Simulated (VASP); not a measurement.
Set up this calculation in VASP 6.6.1, as the native input.

| Item | Value |
| --- | --- |
| Task | single point |
| Functional | PBEsol |
| Potentials or basis | VASP PAW PBE potentials, release 64 (Ta_sv_GW, N) |
| Cutoff | 700 eV |
| k mesh | 20 × 20 × 20 |
| Occupations | gaussian, width 0.15 eV |
| Spin | no spin polarisation |
| Dipole correction | no |
| Further INCAR settings | ALGO = Normal; EDIFF = 1e-06; NBANDS = 16 |

The structure of TaN lies in POSCAR:

```
TaN
1.0
    0.0000000000      2.2088530247      2.1204989037
    2.2088530247      0.0000000000      2.1204989037
    2.2088530247      2.2088530247      0.0000000000
Ta N
1 1
Direct
    0.5000000000      0.5000000000      0.5000000000
    0.0000000000      0.0000000000      0.0000000000
```

This cell differs from its parent crystal: ratio of the length along z to the lengths across it x 0.96, volume and fractional coordinates fixed.

The input as run:

INCAR

```
SYSTEM = TaN
ALGO = Normal
EDIFF = 1E-6
ENCUT = 700
GGA = PS
GGA_COMPAT = .FALSE.
ISIF = 2
ISMEAR = 0
LASPH = .TRUE.
LCHARG = .FALSE.
LREAL = .FALSE.
LWAVE = .FALSE.
NBANDS = 16
NELM = 120
PREC = Accurate
SIGMA = 0.15
```

KPOINTS

```
k-points
0
G
  20 20 20
  0 0 0
```

Potentials or basis: VASP PAW PBE potentials, release 64 (Ta_sv_GW, N).

Run with:

```console
$ cat potpaw_PBE.64/Ta_sv_GW/POTCAR potpaw_PBE.64/N/POTCAR > POTCAR
$ mpirun -np 1 vasp_std > vasp.out
```

Results of the run:

```yaml
Pressure: 6.0 GPa
Band_gap_on_the_k_mesh: zero (bands 9 and 10 overlap by 4.15 eV)
```

Caveat: the stress differs along the axes, from -4 to 26 GPa; the PAW data sets were made with another functional, which shifts forces and pressure a little; spin-orbit coupling is left out, which moves the levels of the heavy elements.

It took 4 min on 1 thread of AMD EPYC 7R13 Processor (Zen 3), with other jobs on the host, peak memory 0.44 GiB.
